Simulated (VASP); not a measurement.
# CuO (Cc) in VASP: single point with PBE

Aim: the single point of CuO with PBE.

All numbers are computed with VASP 6.6.1; they aren't measurements. Logs are shortened: lines on timing, memory, paths and dates and some standing lists are left out, and cuts for length are marked.

**1. The cell of the first run**

Symmetry: Cc, No. 9, monoclinic system. The conventional cell has a = 4.689 Å, b = 3.427 Å, c = 5.132 Å, α = 90.00°, β = 99.65°, γ = 90.00°. Within 2.5 Å of Cu (site symmetry 1) lie 4 O at 1.91 to 2.02 Å. O (site symmetry 1) has 4 Cu at 1.91 to 2.02 Å within 2.5 Å.

**2. Single point, PBE, collinear spin**

File INCAR:

```
SYSTEM = CuO
ALGO = Normal ; EDIFF = 1E-6
ENCUT = 520 ; GGA = PE
ISIF = 2 ; ISMEAR = 0
ISPIN = 2 ; LASPH = .TRUE.
LCHARG = .FALSE. ; LMAXMIX = 4
LORBIT = 11 ; LREAL = .FALSE.
LWAVE = .FALSE. ; MAGMOM = 1 1 0 0
NBANDS = 29 ; NELM = 150
PREC = Accurate ; SIGMA = 0.03
```

File KPOINTS:

```
k-points
0
G
  8 8 5
  0 0 0
```

File POSCAR:

```
CuO
1.0
    2.3446500000     -1.7134000000      0.0000000000
    2.3446500000      1.7134000000      0.0000000000
   -0.8605500000      0.0000000000      5.0594400000
Cu O
2 2
Direct
    0.0032000000      0.4968000000      0.0000000000
    0.4968000000      0.0032000000      0.5000000000
    0.5714000000      0.4056000000      0.2537000000
    0.4056000000      0.5714000000      0.7537000000
```

Potentials or basis: VASP PAW PBE potentials, release 64 (Cu, O).

The run is started by

```console
$ cat potpaw_PBE.64/Cu/POTCAR potpaw_PBE.64/O/POTCAR > POTCAR
$ mpirun -np 1 vasp_std > vasp.out
```

OUTCAR:

```text
SYSTEM = CuO
   EDIFF = 1E-6
   ENCUT = 520
   GGA = PE
   ISIF = 2
   ISMEAR = 0
   ISPIN = 2
   LASPH = .TRUE.
   LORBIT = 11
   LREAL = .FALSE.
   NELM = 150
   PREC = Accurate

 ion  position               nearest neighbor table
   1  0.003  0.497  0.000-   4 1.91   3 1.93   4 1.98   3 2.02
   2  0.497  0.003  0.500-   3 1.91   4 1.93   3 1.98   4 2.02
   3  0.571  0.406  0.254-   2 1.91   1 1.93   2 1.98   1 2.02
   4  0.406  0.571  0.754-   1 1.91   2 1.93   1 1.98   2 2.02

  LATTYP: Found a base centered monoclinic cell.
 ALAT       =     4.6893000000
 B/A-ratio  =     0.7307700510
 C/A-ratio  =     1.0944283424
 COS(beta)  =    -0.1676798048

  Lattice vectors:

 A1 = (   2.3446500000,  -1.7134000000,   0.0000000000)
 A2 = (   2.3446500000,   1.7134000000,   0.0000000000)
 A3 = (  -0.8605500000,   0.0000000000,   5.0594400000)

Analysis of symmetry for initial positions (statically):
=====================================================================
 Subroutine PRICEL returns:
 Original cell was already a primitive cell.

 Routine SETGRP: Setting up the symmetry group for a
 base centered monoclinic supercell.

 Subroutine GETGRP returns: Found  2 space group operations
 (whereof  1 operations were pure point group operations)
 out of a pool of  4 trial point group operations.

The static configuration has the point symmetry C_1 .
 The point group associated with its full space group is C_1h.

Analysis of symmetry for dynamics (positions and initial velocities):
=====================================================================
 Subroutine PRICEL returns:
 Original cell was already a primitive cell.

 Routine SETGRP: Setting up the symmetry group for a
 base centered monoclinic supercell.

 Subroutine GETGRP returns: Found  2 space group operations
 (whereof  1 operations were pure point group operations)
 out of a pool of  4 trial point group operations.

The dynamic configuration has the point symmetry C_1 .
 The point group associated with its full space group is C_1h.

Analysis of structural, dynamic, and magnetic symmetry:
=====================================================================
 Subroutine PRICEL returns:
 Original cell was already a primitive cell.

 Routine SETGRP: Setting up the symmetry group for a
 base centered monoclinic supercell.

 Subroutine GETGRP returns: Found  2 space group operations
 (whereof  1 operations were pure point group operations)
 out of a pool of  4 trial point group operations.

The overall configuration has the point symmetry C_1 .
 The point group associated with its full space group is C_1h.

 Subroutine INISYM returns: Found  2 space group operations
 (whereof  1 operations are pure point group operations),
 and found     1 'primitive' translations

----------------------------------------------------------------------------------------

                                     Primitive cell

  volume of cell :      40.6508

  direct lattice vectors                    reciprocal lattice vectors
     2.344650000 -1.713400000  0.000000000     0.213251445 -0.291817439  0.036271510
     2.344650000  1.713400000  0.000000000     0.213251445  0.291817439  0.036271510
    -0.860550000  0.000000000  5.059440000     0.000000000  0.000000000  0.197650333

  length of vectors
     2.903984019  2.903984019  5.132102826     0.363248151  0.363248151  0.197650333

  position of ions in fractional coordinates (direct lattice)
     0.003200000  0.496800000  0.000000000
     0.496800000  0.003200000  0.500000000
     0.571400000  0.405600000  0.253700000
     0.405600000  0.571400000  0.753700000

  ion indices of the primitive-cell ions
   primitive index   ion index
                 1           1
                 2           2
                 3           3
                 4           4

----------------------------------------------------------------------------------------

 KPOINTS: k-points

Automatic generation of k-mesh.
 Grid dimensions read from file:
 generate k-points for:    8    8    5

 Generating k-lattice:

  Cartesian coordinates                     Fractional coordinates (reciprocal lattice)
     0.026656431 -0.036477180  0.004533939     0.125000000 -0.000000000  0.000000000
     0.026656431  0.036477180  0.004533939    -0.000000000  0.125000000  0.000000000
     0.000000000  0.000000000  0.039530067     0.000000000  0.000000000  0.200000000

  Length of vectors
     0.045406019  0.045406019  0.039530067

  Shift w.r.t. Gamma in fractional coordinates (k-lattice)
     0.000000000  0.000000000  0.000000000

 Subroutine IBZKPT returns following result:
 ===========================================

 Found     93 irreducible k-points:

 Following reciprocal coordinates:
            Coordinates               Weight
  0.000000  0.000000  0.000000      1.000000
  0.125000  0.000000  0.000000      4.000000
  0.250000  0.000000  0.000000      4.000000
  0.375000  0.000000 -0.000000      4.000000
  0.500000  0.000000  0.000000      2.000000
  0.125000  0.125000  0.000000      2.000000
[... 16 lines left out ...]
  0.125000  0.000000  0.200000      4.000000
  0.250000  0.000000  0.200000      4.000000
 [... further k-points ...]
   k-points           NKPTS =     93   k-points in BZ     NKDIM =     93   number of bands    NBANDS=     29
   number of dos      NEDOS =    301   number of ions     NIONS =      4
   total plane-waves  NPLWV =  23040
   dimension x,y,z NGX =    24 NGY =   24 NGZ =   40
   dimension x,y,z NGXF=    48 NGYF=   48 NGZF=   80
   ions per type =               2   2
   NGX,Y,Z   is equivalent  to a cutoff of  13.74, 13.74, 12.96 a.u.
   NGXF,Y,Z  is equivalent  to a cutoff of  27.48, 27.48, 25.91 a.u.
 SYSTEM =  CuO
   PREC   = accura    normal or accurate (medium, high low for compatibility)
   ISTART =      0    job   : 0-new  1-cont  2-samecut
   ICHARG =      2    charge: 1-file 2-atom 10-const
   ISPIN  =      2    spin polarized calculation?
   LNONCOLLINEAR =      F non collinear calculations
   LSORBIT =      F    spin-orbit coupling
   LASPH  =      T    aspherical Exc in radial PAW
   ENCUT  =  520.0 eV  38.22 Ry    6.18 a.u.   5.40  5.40  9.54*2*pi/ulx,y,z
   NELM   =    150;   NELMIN=  2; NELMDL= -5     # of ELM steps
   EDIFF  = 0.1E-05   stopping-criterion for ELM
   LREAL  =      F    real-space projection
   EDIFFG = 0.1E-04   stopping-criterion for IOM
   NSW    =      0    number of steps for IOM
   IBRION =     -1    ionic relax: 0-MD 1-quasi-New 2-CG
   NFREE  =      0    steps in history (QN), initial steepest desc. (CG)
   ISIF   =      2    stress and relaxation
   ISYM   =      2    0-nonsym 1-usesym 2-fastsym
   POTIM  = 0.5000    time-step for ionic-motion
   TEBEG  =    0.0;   TEEND  =   0.0 temperature during run
   PSTRESS=    0.0 pullay stress
   NELECT =      34.0000    total number of electrons
   NUPDOWN=      -1.0000    fix difference up-down
   EMIN   =  10.00;   EMAX   =-10.00  energy-range for DOS
   EFERMI =   0.00;   METHOD = LEGACY
   ISMEAR =     0;   SIGMA  =   0.03  broadening in eV -4-tet -1-fermi 0-gaus
   EFERMI_NEDOS =   21; number of points for ismear=-14 and -15
   IALGO  =     38    algorithm
   IMIX   =      4    mixing-type and parameters
     AMIX     =   0.40;   BMIX     =  1.00
     AMIX_MAG =   1.60;   BMIX_MAG =  1.00
  volume/ion in A,a.u.               =      10.16        68.58
  Fermi-wavevector in a.u.,A,eV,Ry     =   1.542451  2.914810 32.370373  2.379155
  Thomas-Fermi vector in A             =   2.648254
   LORBIT       =     11    0 simple, 1 ext, 2 COOP (PROOUT), +10 PAW based schemes
   GGA     = PE    functional components
   LHFCALC =     F    Hartree Fock is set to
   AEXX    =    0.0000 exact exchange contribution
   IVDW    =     0    specifies the selected vdW correction
   LEPSILON=     F    determine dielectric tensor
   LRPA    =     F    only Hartree local field effects (RPA)
 spin polarized calculation
 Gauss-broadening in eV      SIGMA  =   0.03
  energy-cutoff  :      520.00
  volume of cell :       40.65
 maximum number of plane-waves:      1129
 NGX is ok and might be reduce to    24
   NGX = 11   NGY = 11   NGZ = 19

 number of electron      33.9999999 magnetization       0.0004695

 number of electron      33.9999999 magnetization      -0.0002604

 Free energy of the ion-electron system (eV)
  ---------------------------------------------------
  ext. energy  EPLUGINS =         0.00000000
  ---------------------------------------------------
  free energy    TOTEN  =       -19.48123630 eV

  energy without entropy =      -19.48071545  energy(sigma->0) =      -19.48097587

 E-fermi :   5.6623     XC(G=0): -11.8988

 val. band max:        5.6582502674   @ k =  -0.2500   0.0000   0.2000
 cond. band min:       5.7125422935   @ k =   0.2500   0.1250  -0.0000
 fundamental gap:      0.0542920261
 Fermi energy:         5.6623394986

 spin component 1

 k-point     1 :       0.0000    0.0000    0.0000
  band No.  band energies     occupation
      1     -14.2265      1.00000
      2     -12.9132      1.00000
      3      -2.4340      1.00000
      4       0.1480      1.00000
      5       0.5085      1.00000
      6       2.3014      1.00000
[... 757 lines left out ...]
     28      25.6437      0.00000
     29      27.1537      0.00000

 [... further k-points ...]

 spin component 2

 k-point     1 :       0.0000    0.0000    0.0000
  band No.  band energies     occupation
      1     -14.2266      1.00000
      2     -12.9133      1.00000
      3      -2.4340      1.00000
      4       0.1480      1.00000
      5       0.5084      1.00000
      6       2.3014      1.00000
[... 757 lines left out ...]
     28      25.6435      0.00000
     29      27.1535      0.00000

 [... further k-points ...]
[... 5 lines left out ...]
  --------------------------------------------------------------------------------------
  -------------------------------------------------------------------------------------
  Total        1.6136642      1.7945691      1.4564089      0.0000000      0.0000000     -0.4492630
  in kB       63.5996176     70.7296545     57.4016887      0.0000000      0.0000000    -17.7068800
  external PRESSURE =      63.9103203 kB  Pullay stress =       0.0000000 kB

 VOLUME and BASIS-vectors are now :
 -----------------------------------------------------------------------------
  energy-cutoff  :      520.00
  volume of cell :       40.65
      direct lattice vectors                 reciprocal lattice vectors
     2.344650000 -1.713400000  0.000000000     0.213251445 -0.291817439  0.036271510
     2.344650000  1.713400000  0.000000000     0.213251445  0.291817439  0.036271510
    -0.860550000  0.000000000  5.059440000     0.000000000  0.000000000  0.197650333

 POSITION                                       TOTAL-FORCE (eV/Angst)
 -----------------------------------------------------------------------------------
      1.17233      0.84573      0.00000        -0.646810      0.366546      0.252098
      0.74205     -0.84573      2.52972        -0.646810     -0.366546      0.252098
      2.07240     -0.28408      1.28358         0.646810      0.263914     -0.252098
      1.64213      0.28408      3.81330         0.646810     -0.263914     -0.252098
 -----------------------------------------------------------------------------------
    total drift:                               -0.000253      0.000000     -0.000499

  FREE ENERGIE OF THE ION-ELECTRON SYSTEM (eV)
  ---------------------------------------------------
  free  energy   TOTEN  =       -19.4812363002 eV

  energy  without entropy=      -19.4807154485  energy(sigma->0) =      -19.48097587

 total charge

# of ion       s       p       d       tot
------------------------------------------
    1        0.380   0.386   9.142   9.909
    2        0.380   0.386   9.142   9.909
    3        1.577   3.384   0.000   4.961
    4        1.577   3.384   0.000   4.961
--------------------------------------------------
tot          3.914   7.540  18.285  29.739

 magnetization (x)

# of ion       s       p       d       tot
------------------------------------------
    1       -0.000  -0.000  -0.000  -0.000
    2       -0.000  -0.000  -0.000  -0.000
    3        0.000  -0.000   0.000  -0.000
    4        0.000  -0.000   0.000  -0.000
--------------------------------------------------
tot         -0.000  -0.000  -0.000  -0.000
```

Run time: 2 min. Hardware: 1 thread of Intel Xeon Platinum 8488C (Sapphire Rapids), shared host; peak memory 0.28 GiB.

Results:

```
Free energy                                           : -19.4812 eV
Pressure                                              : 6.4 GPa
Largest force                                         : 0.785 eV/Å
Band gap on the k mesh                                : zero (filled and empty bands overlap)
Net moment                                            : 0.00 μB per cell
Valence electrons inside the program's atomic spheres : Cu 9.91; O 4.96
```

Forces on the atoms (eV/Å):
```
Cu  -0.647  0.367  0.252
Cu  -0.647 -0.367  0.252
O    0.647  0.264 -0.252
O    0.647 -0.264 -0.252
```

Stress tensor (GPa, compression positive):
```
 6.36  0.00 -1.77
 0.00  7.07  0.00
-1.77  0.00  5.74
```

Levels at points of the mesh, in eV from the Fermi level:
Spin up:
```tsv
k point	band 13	band 14	band 15	band 16	band 17	band 18	band 19	band 20	band 21	band 22
(0.00, 0.00, 0.00)	-2.30	-2.20	-2.12	-1.64	0.23	0.93	1.73	6.07	8.17	13.38
(0.50, 0.00, 0.00)	-2.04	-1.58	-1.47	-1.38	-0.01	0.31	4.93	6.34	6.97	11.12
(0.50, 0.50, 0.00)	-2.12	-2.10	-1.66	-1.21	-0.63	1.08	3.41	7.08	8.59	10.01
```
Spin down:
```csv
k point,band 13,band 14,band 15,band 16,band 17,band 18,band 19,band 20,band 21,band 22
"(0.00, 0.00, 0.00)",-2.30,-2.20,-2.12,-1.64,0.23,0.93,1.73,6.07,8.17,13.38
"(0.50, 0.00, 0.00)",-2.04,-1.58,-1.47,-1.38,-0.01,0.31,4.93,6.34,6.97,11.12
"(0.50, 0.50, 0.00)",-2.12,-2.10,-1.66,-1.21,-0.63,1.08,3.41,7.08,8.59,10.01
```

Caveat: the cell stands under pressure; semilocal functionals often make such compounds metallic where correlation or magnetic order opens a gap, which also shifts bond lengths. With open d or f shells a metallic result of PBE can be an artefact of self-interaction; +U or a hybrid may open a gap.
